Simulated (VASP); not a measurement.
## Co: single point with RPBE

Co:

```
Co
1.0
     4.04326    0.00000    0.00000
    -2.02163    3.50157    0.00000
     0.00000    0.00000    2.47951
Co
3
Direct
  0.00000 0.00000 0.00000
  0.33333 0.66667 0.50000
  0.66667 0.33333 0.50000
```

This cell differs from its parent crystal: volume scaled by 1.08.

```yaml
Program: VASP 6.6.1
Task: single point
Functional: RPBE
Potentials_or_basis: VASP PAW PBE potentials, release 64 (Co)
Cutoff: 520 eV
k_mesh: 12 × 12 × 17
Occupations: fermi-dirac, width 0.1 eV
Spin: no spin polarisation
Dipole_correction: no
Further_INCAR_settings: ALGO = Normal; EDIFF = 1e-06; NBANDS = 20
```

The pressure is -14.0 GPa.

Stress tensor (GPa, compression positive):
```
-14.33   0.00   0.00
  0.00 -14.33   0.00
  0.00   0.00 -13.29
```

Levels at points of the mesh, in eV from the Fermi level:
```
           k point  band 11  band 12  band 13  band 14  band 15  band 16  band 17  band 18
(0.00, 0.00, 0.00)    -0.82    -0.82    -0.78    -0.78     0.37     0.37     6.47     6.47
(0.50, 0.00, 0.00)    -0.69    -0.15     0.04     0.07     0.08     0.19     0.39     0.43
```

Wall time 46 s on 1 thread of Intel(R) Xeon(R) 6975P-C (Granite Rapids), with other jobs on the host, peak memory 0.21 GiB.

Caveat: the PAW data sets were made with another functional, which shifts forces and pressure a little; the run has no spin polarisation, though such a crystal can be magnetic. Spin polarisation is off, so any magnetic state and its effect on volume and gap are missing.
